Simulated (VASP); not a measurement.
# Cu2O (Pn-3m) in VASP: single point with PBE+U

Aim: the single point of Cu2O with PBE+U.

All numbers are computed with VASP 6.6.1; they aren't measurements. Logs are shortened: lines on timing, memory, paths and dates and some standing lists are left out, and cuts for length are marked.

## (1) The cell of the first run

Symmetry: Pn-3m, No. 224, cubic system. The conventional cell has a = 4.299 Å, b = 4.299 Å, c = 4.299 Å, α = 90.00°, β = 90.00°, γ = 90.00°. Within 2.5 Å of Cu (site symmetry -3m) lie 2 O at 1.86 Å. O (site symmetry -43m) has 4 Cu at 1.86 Å within 2.5 Å.

## (2) Single point, PBE+U, non-collinear spin, zero start, spin-orbit coupling

Contents of INCAR:

```
SYSTEM = Cu2O
PREC = Accurate
ENCUT = 600
EDIFF = 1E-6
ISMEAR = 0
SIGMA = 0.05
LREAL = .FALSE.
LASPH = .TRUE.
NELM = 200
ALGO = Normal
ISIF = 2
LWAVE = .FALSE.
LCHARG = .TRUE.
MAGMOM = 0 0 0 0 0 0 0 0 0 0 0 0 0 0 0 0 0 0
LORBIT = 11
LSORBIT = .TRUE.
GGA_COMPAT = .FALSE.
LORBMOM = .TRUE.
LMAXMIX = 4
LDAU = .TRUE.
LDAUTYPE = 2
LDAUL = 2 -1
LDAUU = 6 0
LDAUJ = 0 0
LDAUPRINT = 1
GGA = PE
LVHAR = .TRUE.
NBANDS = 72
KPAR = 4
```

Contents of KPOINTS:

```
Automatic mesh
0
G
  8 8 8
  0 0 0
```

Contents of POSCAR:

```
Cu2O
1.0
    4.2986203550      0.0000000000      0.0000000000
    0.0000000000      4.2986203550      0.0000000000
    0.0000000000      0.0000000000      4.2986203550
Cu O
4 2
Direct
    0.2500000000      0.2500000000      0.2500000000
    0.2500000000      0.7500000000      0.7500000000
    0.7500000000      0.7500000000      0.2500000000
    0.7500000000      0.2500000000      0.7500000000
    0.0000000000      0.0000000000      0.0000000000
    0.5000000000      0.5000000000      0.5000000000
```

Potentials or basis: VASP PAW PBE potentials, release 64 (Cu, O).

Launch:

```
$ cat potpaw_PBE.64/Cu/POTCAR potpaw_PBE.64/O/POTCAR > POTCAR
$ mpirun -np 4 vasp_ncl > vasp.out
```

OUTCAR:

```text
SYSTEM = Cu2O
   PREC = Accurate
   ENCUT = 600
   EDIFF = 1E-6
   ISMEAR = 0
   LREAL = .FALSE.
   LASPH = .TRUE.
   NELM = 200
   ISIF = 2
   LORBIT = 11
   LSORBIT = .TRUE.
   GGA = PE

 ion  position               nearest neighbor table
   1  0.250  0.250  0.250-   5 1.86   6 1.86
   2  0.250  0.750  0.750-   5 1.86   6 1.86
   3  0.750  0.750  0.250-   5 1.86   6 1.86
   4  0.750  0.250  0.750-   5 1.86   6 1.86
   5  0.000  0.000  0.000-   1 1.86   2 1.86   3 1.86   4 1.86
   6  0.500  0.500  0.500-   1 1.86   2 1.86   3 1.86   4 1.86

  LATTYP: Found a simple cubic cell.
 ALAT       =     4.2986203550

  Lattice vectors:

 A1 = (   4.2986203550,   0.0000000000,   0.0000000000)
 A2 = (   0.0000000000,   4.2986203550,   0.0000000000)
 A3 = (   0.0000000000,   0.0000000000,   4.2986203550)

Analysis of symmetry for initial positions (statically):
=====================================================================
 Subroutine PRICEL returns:
 Original cell was already a primitive cell.

 Routine SETGRP: Setting up the symmetry group for a
 simple cubic supercell.

 Subroutine GETGRP returns: Found 48 space group operations
 (whereof 24 operations were pure point group operations)
 out of a pool of 48 trial point group operations.

The static configuration has the point symmetry T_d .
 The point group associated with its full space group is O_h .

Analysis of symmetry for dynamics (positions and initial velocities):
=====================================================================
 Subroutine PRICEL returns:
 Original cell was already a primitive cell.

 Routine SETGRP: Setting up the symmetry group for a
 simple cubic supercell.

 Subroutine GETGRP returns: Found 48 space group operations
 (whereof 24 operations were pure point group operations)
 out of a pool of 48 trial point group operations.

The dynamic configuration has the point symmetry T_d .
 The point group associated with its full space group is O_h .

Analysis of structural, dynamic, and magnetic symmetry:
=====================================================================
 Subroutine PRICEL returns:
 Original cell was already a primitive cell.

 Routine SETGRP: Setting up the symmetry group for a
 simple cubic supercell.

 Subroutine GETGRP returns: Found 48 space group operations
 (whereof 24 operations were pure point group operations)
 out of a pool of 48 trial point group operations.

The overall configuration has the point symmetry T_d .
 The point group associated with its full space group is O_h .

 Subroutine INISYM returns: Found 48 space group operations
 (whereof 24 operations are pure point group operations),
 and found     1 'primitive' translations

----------------------------------------------------------------------------------------

                                     Primitive cell

  volume of cell :      79.4305

  direct lattice vectors                    reciprocal lattice vectors
     4.298620355  0.000000000  0.000000000     0.232632779  0.000000000  0.000000000
     0.000000000  4.298620355  0.000000000     0.000000000  0.232632779  0.000000000
     0.000000000  0.000000000  4.298620355     0.000000000  0.000000000  0.232632779

  length of vectors
     4.298620355  4.298620355  4.298620355     0.232632779  0.232632779  0.232632779

  position of ions in fractional coordinates (direct lattice)
     0.250000000  0.250000000  0.250000000
     0.250000000  0.750000000  0.750000000
     0.750000000  0.750000000  0.250000000
     0.750000000  0.250000000  0.750000000
     0.000000000  0.000000000  0.000000000
     0.500000000  0.500000000  0.500000000

  ion indices of the primitive-cell ions
   primitive index   ion index
                 1           1
                 2           2
                 3           3
                 4           4
                 5           5
                 6           6

----------------------------------------------------------------------------------------

 KPOINTS: Automatic mesh

Automatic generation of k-mesh.
 Grid dimensions read from file:
 generate k-points for:    8    8    8

 Generating k-lattice:

  Cartesian coordinates                     Fractional coordinates (reciprocal lattice)
     0.029079097  0.000000000  0.000000000     0.125000000  0.000000000  0.000000000
     0.000000000  0.029079097  0.000000000     0.000000000  0.125000000  0.000000000
     0.000000000  0.000000000  0.029079097     0.000000000  0.000000000  0.125000000

[... 295 lines left out ...]
  o =  0.9724  v =  0.0447  0.1933  0.0535  0.1973  0.3875 -0.1032 -0.1096 -0.1712 -0.2021 -0.3092      0.0000  0.0853  0.0446  0.1631  0.2464 -0.3166  0.2371 -0.5446 -0.0804  0.1555
  o =  0.9724  v = -0.3330  0.1915 -0.5708 -0.1391  0.0520 -0.0138 -0.1410 -0.0589 -0.2162 -0.3544      0.0000 -0.1777  0.0060 -0.1672 -0.3422 -0.0425 -0.1573 -0.0370 -0.1371 -0.2921

 number of electron      55.9999967 magnetization      -0.0000000     -0.0000000      0.0000000

 Free energy of the ion-electron system (eV)
  ---------------------------------------------------
  ext. energy  EPLUGINS =         0.00000000
  ---------------------------------------------------
  free energy    TOTEN  =       -20.19322534 eV

  energy without entropy =      -20.19322534  energy(sigma->0) =      -20.19322534

 E-fermi :   3.9458     XC(G=0): -10.7533

 val. band max:        3.6937064589   @ k =   0.0000   0.0000   0.0000
 cond. band min:       4.3333795809   @ k =   0.0000   0.0000   0.0000
 fundamental gap:      0.6396731221
 Fermi energy:         3.9458025721

 k-point     1 :       0.0000    0.0000    0.0000
  band No.  band energies     occupation
      1     -15.5461      1.00000
      2     -15.5461      1.00000
      3     -14.7435      1.00000
      4     -14.7435      1.00000
      5      -3.0875      1.00000
      6      -3.0875      1.00000
[... 1693 lines left out ...]
     67      10.3627      0.00000
     68      10.3627      0.00000

 [... further k-points ...]

 [bands above 68 left out]

------------------------ aborting loop because EDIFF is reached ----------------------------------------

  FORCE on cell =-STRESS in cart. coord.  units (eV):
  Direction    XX          YY          ZZ          XY          YZ          ZX
  --------------------------------------------------------------------------------------
  -------------------------------------------------------------------------------------
  Total       -0.4820456     -0.4820456     -0.4820456      0.0000000     -0.0000000     -0.0000000
  in kB       -9.7232501     -9.7232501     -9.7232501      0.0000000     -0.0000000     -0.0000000
  external PRESSURE =      -9.7232501 kB  Pullay stress =       0.0000000 kB

 VOLUME and BASIS-vectors are now :
 -----------------------------------------------------------------------------
  energy-cutoff  :      600.00
  volume of cell :       79.43
      direct lattice vectors                 reciprocal lattice vectors
     4.298620355  0.000000000  0.000000000     0.232632779  0.000000000  0.000000000
     0.000000000  4.298620355  0.000000000     0.000000000  0.232632779  0.000000000
     0.000000000  0.000000000  4.298620355     0.000000000  0.000000000  0.232632779

 POSITION                                       TOTAL-FORCE (eV/Angst)
 -----------------------------------------------------------------------------------
      1.07466      1.07466      1.07466        -0.000000      0.000000      0.000000
      1.07466      3.22397      3.22397         0.000000      0.000000     -0.000000
      3.22397      3.22397      1.07466         0.000000      0.000000     -0.000000
      3.22397      1.07466      3.22397        -0.000000     -0.000000      0.000000
      0.00000      0.00000      0.00000        -0.000000     -0.000000     -0.000000
      2.14931      2.14931      2.14931        -0.000000     -0.000000      0.000000
 -----------------------------------------------------------------------------------
    total drift:                                0.000000      0.000000      0.000000

  FREE ENERGIE OF THE ION-ELECTRON SYSTEM (eV)
  ---------------------------------------------------
  free  energy   TOTEN  =       -20.1932253352 eV

  energy  without entropy=      -20.1932253352  energy(sigma->0) =      -20.19322534

 orbital moment (x)

 # of ion     p       d       tot
 ----------------------------------------
  1         0.000  -0.000  -0.000
  2         0.000  -0.000  -0.000
  3         0.000   0.000   0.000
  4         0.000   0.000   0.000
  5        -0.000   0.000  -0.000
  6        -0.000   0.000  -0.000
 ----------------------------------------
            0.000  -0.000  -0.000

 orbital moment (y)

 # of ion     p       d       tot
 ----------------------------------------
  1         0.000   0.000   0.000
  2         0.000  -0.000  -0.000
  3         0.000  -0.000  -0.000
  4        -0.000   0.000  -0.000
  5        -0.000   0.000  -0.000
  6        -0.000   0.000  -0.000
 ----------------------------------------
           -0.000  -0.000  -0.000

 orbital moment (z)

 # of ion     p       d       tot
 ----------------------------------------
  1         0.000  -0.000  -0.000
  2         0.000  -0.000  -0.000
  3         0.000   0.000   0.000
  4        -0.000   0.000   0.000
  5         0.000   0.000   0.000
  6         0.000   0.000   0.000
 ----------------------------------------
            0.000   0.000   0.000

 Spin-Orbit-Coupling matrix elements

 Ion:    1  E_soc:     -0.0104646
 l=   1
     0.0000000    -0.0001884    -0.0001884
    -0.0001884     0.0000000    -0.0001884
    -0.0001884    -0.0001884     0.0000000
 l=   2
     0.0000000    -0.0003814     0.0000000    -0.0003814    -0.0011743
    -0.0003814     0.0000000    -0.0008807    -0.0003814    -0.0002936
     0.0000000    -0.0008807     0.0000000    -0.0008807     0.0000000
    -0.0003814    -0.0003814    -0.0008807     0.0000000    -0.0002936
    -0.0011743    -0.0002936     0.0000000    -0.0002936     0.0000000
 l=   3
     0.0000000     0.0000000     0.0000000     0.0000000     0.0000000     0.0000000     0.0000000
     0.0000000     0.0000000     0.0000000     0.0000000     0.0000000     0.0000000     0.0000000
     0.0000000     0.0000000     0.0000000     0.0000000     0.0000000     0.0000000     0.0000000
     0.0000000     0.0000000     0.0000000     0.0000000     0.0000000     0.0000000     0.0000000
[... 89 lines left out ...]
 l=   2
     0.0000000     0.0000000     0.0000000     0.0000000     0.0000000
     0.0000000     0.0000000     0.0000000     0.0000000     0.0000000
     0.0000000     0.0000000     0.0000000     0.0000000     0.0000000
     0.0000000     0.0000000     0.0000000     0.0000000     0.0000000
     0.0000000     0.0000000     0.0000000     0.0000000     0.0000000
 l=   3
     0.0000000     0.0000000     0.0000000     0.0000000     0.0000000     0.0000000     0.0000000
     0.0000000     0.0000000     0.0000000     0.0000000     0.0000000     0.0000000     0.0000000
     0.0000000     0.0000000     0.0000000     0.0000000     0.0000000     0.0000000     0.0000000
     0.0000000     0.0000000     0.0000000     0.0000000     0.0000000     0.0000000     0.0000000
     0.0000000     0.0000000     0.0000000     0.0000000     0.0000000     0.0000000     0.0000000
     0.0000000     0.0000000     0.0000000     0.0000000     0.0000000     0.0000000     0.0000000
     0.0000000     0.0000000     0.0000000     0.0000000     0.0000000     0.0000000     0.0000000

 total charge

# of ion       s       p       d       tot
------------------------------------------
    1        0.389   0.290   9.423  10.102
    2        0.389   0.290   9.423  10.102
    3        0.389   0.290   9.423  10.102
    4        0.389   0.290   9.423  10.102
    5        1.538   3.459   0.000   4.996
    6        1.538   3.459   0.000   4.996
--------------------------------------------------
tot          4.629   8.077  37.693  50.400

 magnetization (x)

# of ion       s       p       d       tot
------------------------------------------
    1        0.000  -0.000   0.000   0.000
    2        0.000   0.000   0.000   0.000
    3       -0.000   0.000   0.000   0.000
    4       -0.000  -0.000  -0.000  -0.000
    5       -0.000   0.000   0.000   0.000
    6       -0.000  -0.000   0.000  -0.000
--------------------------------------------------
tot         -0.000  -0.000   0.000  -0.000

 magnetization (y)

# of ion       s       p       d       tot
------------------------------------------
    1        0.000  -0.000  -0.000  -0.000
    2        0.000   0.000   0.000   0.000
    3        0.000  -0.000  -0.000   0.000
    4        0.000   0.000   0.000   0.000
    5        0.000  -0.000   0.000  -0.000
    6        0.000  -0.000   0.000  -0.000
--------------------------------------------------
tot          0.000  -0.000  -0.000  -0.000

 magnetization (z)

# of ion       s       p       d       tot
------------------------------------------
    1        0.000  -0.000  -0.000  -0.000
    2        0.000   0.000   0.000   0.000
    3        0.000   0.000   0.000   0.000
    4        0.000   0.000   0.000   0.000
    5       -0.000   0.000   0.000   0.000
    6       -0.000   0.000   0.000   0.000
--------------------------------------------------
tot         -0.000   0.000  -0.000   0.000
```

Run time: 3.2 min. Hardware: 4 MPI ranks of Intel Xeon Platinum 8488C (Sapphire Rapids), shared host; peak memory 0.61 GiB.

Results:

```yaml
Free_energy: -20.1932 eV
Pressure: -1.0 GPa
Net_moment: 0.00 μB per cell
Valence_electrons_inside_the_program's_atomic_spheres: Cu 10.10; O 5.00
```

Moments on the atoms (μB; x, y, z):
```
Cu  0.00 0.00 0.00
Cu  0.00 0.00 0.00
Cu  0.00 0.00 0.00
Cu  0.00 0.00 0.00
O   0.00 0.00 0.00
O   0.00 0.00 0.00
```

The state reached can hang on the start; a lower one may exist.
